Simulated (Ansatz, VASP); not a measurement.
**One calculation of Ta2SiO3, two programs**

```
Ta Si O
1.0
     3.50830    0.00000    0.00000
    -1.75415    3.03828    0.00000
     0.00000    0.00000    6.70831
Ta Si O
2 1 3
Cartesian
  0.0000 2.0255 4.6955
  1.7542 1.0128 2.0128
  0.0000 0.0000 0.0000
  0.0000 0.0000 3.3542
  0.0000 2.0255 2.1123
  1.7542 1.0128 4.5960
```

Change from the starting cell: species swapped into the Zr3HC2 type (P-3m1, No. 164).

Alike in both runs: functional PBE; k mesh 4 × 4 × 2; occupations gaussian, width 0.15 eV; no spin polarisation.

Ansatz relaxed the structure, and its values are those at the end. VASP's run is a single point on that final structure, the one shown.

|  | VASP | Ansatz |
| --- | --- | --- |
| version | VASP 6.6.1 | Ansatz 0.2.0 |
| potentials or method | VASP PAW PBE potentials, release 64 (Ta_pv, Si, O), cutoff 600 eV | scalar-relativistic, plane waves, PAW |
| valence electrons in the cell | 44 | 48 |

|  | VASP | Ansatz | Ansatz less VASP |
| --- | --- | --- | --- |
| gap on the k mesh at the Fermi level (eV) | 0.46 | 0.48 | +0.015 |
| least direct gap on the mesh (eV) | 0.85 | 0.86 | +0.008 |
| pressure (GPa) | 0.4 | 0.0 | -0.39 |
| rms of the force components (eV/Å) | 0.012 | 0.017 | +0.0049 |

The functional is the same, so the differences come from potentials, cutoffs and numerics. VASP's potentials hold 44 valence electrons a cell and Ansatz's 48, so a difference there can come from the potentials and not from the codes.

The k mesh is coarse, so the values compare programs but aren't converged. Neither program's run includes spin-orbit coupling.
